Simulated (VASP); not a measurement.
# HgTe (Cmcm) in VASP: relaxation of shape and atoms at fixed volume with r2SCAN

Aim: the relaxation of shape and atoms at fixed volume of HgTe with r2SCAN.

Program: VASP 6.6.1. These are calculated values, not measurements. Logs are shortened: lines on timing, memory, paths and dates and some standing lists are left out, and cuts for length are marked.

### 1 The cell of the first run

The structure is orthorhombic, space group Cmcm (No. 63). Conventional cell: a = 5.985 Å, b = 6.934 Å, c = 5.798 Å, α = 90.00°, β = 90.00°, γ = 90.00°. Within 4.0 Å of Hg (site symmetry m2m) lie 6 Te at 3.02 to 3.87 Å and 2 Hg at 3.63 Å. Te (site symmetry m2m) has 6 Hg at 3.02 to 3.87 Å within 4.0 Å.

### 2 Relaxation of shape and atoms at fixed volume, r2SCAN

POSCAR

```
HgTe
1.0
    2.9925180000     -3.4669290000      0.0000000000
    2.9925180000      3.4669290000      0.0000000000
    0.0000000000      0.0000000000      5.7981570000
Hg Te
2 2
Direct
    0.3430500000      0.6569500000      0.7500000000
    0.6569500000      0.3430500000      0.2500000000
    0.7848090000      0.2151910000      0.7500000000
    0.2151910000      0.7848090000      0.2500000000
```

INCAR.step1

```
ALGO = Normal
EDIFF = 1E-5
EDIFFG = -0.005
ENCUT = 550
GGA = PE
GGA_COMPAT = False
IBRION = 2
ISIF = 3
ISMEAR = -1
LASPH = True
LCHARG = False
LREAL = False
LWAVE = True
NELM = 120
NELMIN = 4
NSW = 100
PREC = Accurate
SIGMA = 0.1
```

INCAR.step2

```
ALGO = Normal
EDIFF = 1E-7
EDIFFG = -0.03
ENCUT = 550
GGA_COMPAT = False
IBRION = 2
ISIF = 4
ISMEAR = -1
ISTART = 1
LASPH = True
LCHARG = False
LMIXTAU = True
LREAL = False
LWAVE = False
METAGGA = R2SCAN
NELM = 120
NELMIN = 4
NSW = 80
PREC = Accurate
SIGMA = 0.1
```

KPOINTS

```
k-points
0
Gamma
  6 6 4
```

Potentials or basis: VASP PAW PBE potentials, release 64 (Hg, Te).

On the command line:

```
$ cat potpaw_PBE.64/Hg/POTCAR potpaw_PBE.64/Te/POTCAR > POTCAR
$ cp INCAR.step1 INCAR
$ mpirun -np 1 vasp_std > vasp.out
$ cp INCAR.step2 INCAR
$ mpirun -np 1 vasp_std > vasp.out
```

OUTCAR:

```text
EDIFF = 1E-7
   EDIFFG = -0.03
   ENCUT = 550
   IBRION = 2
   ISIF = 4
   ISMEAR = -1
   ISTART = 1
   LASPH = True
   LREAL = False
   METAGGA = R2SCAN
   NELM = 120
   NELMIN = 4
   NSW = 80
   PREC = Accurate

 ion  position               nearest neighbor table
   1  0.343  0.657  0.750-   3 3.02   3 3.02   4 3.03   4 3.03   3 3.06   2 3.63   2 3.63
   2  0.657  0.343  0.250-   4 3.02   4 3.02   3 3.03   3 3.03   4 3.06   1 3.63   1 3.63
   3  0.785  0.215  0.750-   1 3.02   1 3.02   2 3.03   2 3.03   1 3.06
   4  0.215  0.785  0.250-   2 3.02   2 3.02   1 3.03   1 3.03   2 3.06

  LATTYP: Found a base centered orthorhombic cell.
 ALAT       =     5.9850360000
 B/A-ratio  =     1.1585323798
 C/A-ratio  =     0.9687756264

  Lattice vectors:

 A1 = (   2.9925180000,  -3.4669290000,   0.0000000000)
 A2 = (   2.9925180000,   3.4669290000,   0.0000000000)
 A3 = (   0.0000000000,   0.0000000000,   5.7981570000)

Analysis of symmetry for initial positions (statically):
=====================================================================
 Subroutine PRICEL returns:
 Original cell was already a primitive cell.

 Routine SETGRP: Setting up the symmetry group for a
 base centered orthorhombic supercell.

 Subroutine GETGRP returns: Found  8 space group operations
 (whereof  4 operations were pure point group operations)
 out of a pool of  8 trial point group operations.

The static configuration has the point symmetry C_2h.
 The point group associated with its full space group is D_2h.

Analysis of symmetry for dynamics (positions and initial velocities):
=====================================================================
 Subroutine PRICEL returns:
 Original cell was already a primitive cell.

 Routine SETGRP: Setting up the symmetry group for a
 base centered orthorhombic supercell.

 Subroutine GETGRP returns: Found  8 space group operations
 (whereof  4 operations were pure point group operations)
 out of a pool of  8 trial point group operations.

The dynamic configuration has the point symmetry C_2h.
 The point group associated with its full space group is D_2h.

 Subroutine INISYM returns: Found  8 space group operations
 (whereof  4 operations are pure point group operations),
 and found     1 'primitive' translations

----------------------------------------------------------------------------------------
[... 117 lines left out ...]
     AMIX_MAG =   1.60;   BMIX_MAG =  1.00
  volume/ion in A,a.u.               =      30.08       202.97
  Fermi-wavevector in a.u.,A,eV,Ry     =   1.094986  2.069223 16.313299  1.198994
  Thomas-Fermi vector in A             =   2.231301
   LORBIT       =      0    0 simple, 1 ext, 2 COOP (PROOUT), +10 PAW based schemes
   METAGGA = R2SCAN    functional components
   LHFCALC =     F    Hartree Fock is set to
   AEXX    =    0.0000 exact exchange contribution
   IVDW    =     0    specifies the selected vdW correction
   LEPSILON=     F    determine dielectric tensor
   LRPA    =     F    only Hartree local field effects (RPA)
 conjugate gradient relaxation of ions
 non-spin polarized calculation
  energy-cutoff  :      550.00
  volume of cell :      120.31
 maximum number of plane-waves:      3542
   NGX = 17   NGY = 17   NGZ = 23

--------------------------------------- Ionic step        1  -------------------------------------------

 number of electron      36.0000001 magnetization

 Free energy of the ion-electron system (eV)
  ---------------------------------------------------
  ext. energy  EPLUGINS =         0.00000000
  ---------------------------------------------------
  free energy    TOTEN  =      -149.68073046 eV

  energy without entropy =     -149.62646942  energy(sigma->0) =     -149.65359994

------------------------ aborting loop because EDIFF is reached ----------------------------------------

  FORCE on cell =-STRESS in cart. coord.  units (eV):
  Direction    XX          YY          ZZ          XY          YZ          ZX
  --------------------------------------------------------------------------------------
  -------------------------------------------------------------------------------------
  Total       -1.0262535     -0.8072598     -0.9473920      0.0000000      0.0000000      0.0000000
  in kB      -13.6666962    -10.7503407    -12.6164918      0.0000000      0.0000000      0.0000000
  external PRESSURE =     -12.3445096 kB  Pullay stress =       0.0000000 kB
[... 95 lines left out ...]
  FREE ENERGIE OF THE ION-ELECTRON SYSTEM (eV)
  ---------------------------------------------------
  free  energy   TOTEN  =      -149.6867953710 eV

  energy  without entropy=     -149.6337404002  energy(sigma->0) =     -149.66026789

[... ionic steps 4 to 8 ...]

--------------------------------------- Ionic step        9  -------------------------------------------

 number of electron      36.0000000 magnetization

------------------------ aborting loop because EDIFF is reached ----------------------------------------
[... 71 lines left out ...]
--------------------------------------- Ionic step       11  -------------------------------------------

 number of electron      36.0000000 magnetization

 Free energy of the ion-electron system (eV)
  ---------------------------------------------------
  ext. energy  EPLUGINS =         0.00000000
  ---------------------------------------------------
  free energy    TOTEN  =      -149.69879398 eV

  energy without entropy =     -149.64825519  energy(sigma->0) =     -149.67352459

 E-fermi :   3.6898     XC(G=0): -10.0698

 val. band max:        3.6574151190   @ k =  -0.3333   0.3333   0.0000
 cond. band min:       3.6904679606   @ k =   0.3333   0.0000   0.5000
 fundamental gap:      0.0330528416
 Fermi energy:         3.6897971833

 k-point     1 :       0.0000    0.0000    0.0000
  band No.  band energies     occupation
      1      -8.6332      2.00000
      2      -7.5373      2.00000
      3      -3.5132      2.00000
      4      -3.4290      2.00000
      5      -3.3694      2.00000
      6      -3.3442      2.00000
[... 589 lines left out ...]
     21       8.2004      0.00000
     22      10.0084      0.00000

 [... further k-points ...]

------------------------ aborting loop because EDIFF is reached ----------------------------------------

  FORCE on cell =-STRESS in cart. coord.  units (eV):
  Direction    XX          YY          ZZ          XY          YZ          ZX
  --------------------------------------------------------------------------------------
  -------------------------------------------------------------------------------------
  Total       -0.0100680     -0.1046828     -0.0349697      0.0000000     -0.0000000      0.0000000
  in kB       -0.1340767     -1.3940685     -0.4656940      0.0000000     -0.0000000      0.0000000
  external PRESSURE =      -0.6646131 kB  Pullay stress =       0.0000000 kB
[... 19 lines left out ...]
  FREE ENERGIE OF THE ION-ELECTRON SYSTEM (eV)
  ---------------------------------------------------
  free  energy   TOTEN  =      -149.6987939844 eV

  energy  without entropy=     -149.6482551890  energy(sigma->0) =     -149.67352459

 reached required accuracy - stopping structural energy minimisation
```

OUTCAR.step1:

```text
EDIFF = 1E-5
   EDIFFG = -0.005
   ENCUT = 550
   GGA = PE
   IBRION = 2
   ISIF = 3
   ISMEAR = -1
   LASPH = True
   LREAL = False
[... 1018 lines left out ...]
  -------------------------------------------------------------------------------------
  Total       -0.0129254     -0.0035073      0.0064944      0.0000000      0.0000000      0.0000000
  in kB       -0.1647724     -0.0447110      0.0827902      0.0000000      0.0000000      0.0000000
  external PRESSURE =      -0.0422310 kB  Pullay stress =       0.0000000 kB
[... 19 lines left out ...]
  FREE ENERGIE OF THE ION-ELECTRON SYSTEM (eV)
  ---------------------------------------------------
  free  energy   TOTEN  =        -6.6670711522 eV

  energy  without entropy=       -6.6078572033  energy(sigma->0) =       -6.63746418

 reached required accuracy - stopping structural energy minimisation
```

It took 2.3 h on 1 thread of Intel Xeon 8259CL, shared host; peak memory 0.33 GiB.

Results:

- Free energy: -149.6988 eV
- Energy gained by relaxing: 4.5 meV/atom
- Ionic steps: 11
- Pressure after relaxing: -0.1 GPa
- Largest force after relaxing: 0.029 eV/Å
- Band gap on the k mesh: zero (bands 18 and 19 overlap by 2.08 eV)

Forces in eV/Å, atoms in the order of the input:
```
Hg   0.000  0.029  0.000
Hg   0.000 -0.029  0.000
Te   0.000 -0.007  0.000
Te   0.000  0.007  0.000
```

The path:
```
step  energy change (eV)  largest force (eV/Å)  pressure (GPa)  volume (Å³)
   1              0.0000                0.1242           -1.23       120.31
   2             -0.0017                0.1174           -1.17       120.31
   3             -0.0061                0.0972           -0.97       120.31
   4             -0.0109                0.0565           -0.55       120.31
   5             -0.0132                0.0500           -0.51       120.31
   6             -0.0160                0.0310           -0.38       120.31
   7             -0.0162                0.0385           -0.34       120.31
   8             -0.0167                0.0394           -0.28       120.31
   9             -0.0175                0.0436           -0.10       120.31
  10             -0.0175                0.0448           -0.06       120.31
  11             -0.0181                0.0290           -0.07       120.31
```

Final structure:
```cif
data_structure
_symmetry_space_group_name_H-M 'P 1'
_symmetry_Int_Tables_number 1
_cell_length_a 4.5667
_cell_length_b 4.5667
_cell_length_c 5.8673
_cell_angle_alpha 90.000
_cell_angle_beta 90.000
_cell_angle_gamma 100.509
_cell_volume 120.31
loop_
_atom_site_label
_atom_site_type_symbol
_atom_site_fract_x
_atom_site_fract_y
_atom_site_fract_z
_atom_site_occupancy
Hg1 Hg 0.34015 0.65985 0.75000 1
Hg2 Hg 0.65985 0.34015 0.25000 1
Te1 Te 0.76643 0.23357 0.75000 1
Te2 Te 0.23357 0.76643 0.25000 1
```

Caveat: the PAW data sets were made with another functional, which shifts forces and pressure a little; spin-orbit coupling is left out, which moves the levels of the heavy elements.

The gap in the log of VASP goes by the Fermi energy; the results here count the filled bands.